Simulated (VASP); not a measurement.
Here is a VASP 6.6.1 calculation.

File INCAR:

```
PREC = Accurate
ENCUT = 540
EDIFF = 1E-6
ISMEAR = -1
SIGMA = 0.05
LREAL = F
LASPH = T
NELM = 120
ALGO = Normal
ISIF = 2
LWAVE = F
LCHARG = F
GGA = CA
NBANDS = 26
GGA_COMPAT = F
```

The input KPOINTS:

```
regular mesh
0
Gamma
  13 13 13
```

File POSCAR:

```
CdAu
1.0
    3.2800061539      0.0000000000      0.0000000000
    0.0000000000      3.2800061539      0.0000000000
    0.0000000000      0.0000000000      3.2800061539
Cd Au
1 1
Direct
    0.5000000000      0.5000000000      0.5000000000
    0.0000000000      0.0000000000      0.0000000000
```

Potentials or basis: VASP PAW LDA potentials, release 64 (Cd_sv_GW, Au_sv_GW).

The run is started by

```sh
$ cat potpaw_LDA.64/Cd_sv_GW/POTCAR potpaw_LDA.64/Au_sv_GW/POTCAR > POTCAR
$ mpirun -np 1 vasp_std > vasp.out
```

Task: Predict the band gap on the k mesh.

Result: Zero (an odd number of electrons rules out a gap without spin polarisation).

Task: What does it give for the pressure?

Result: -1.2 GPa.

Caveat: spin-orbit coupling is left out, which moves the levels of the heavy elements.
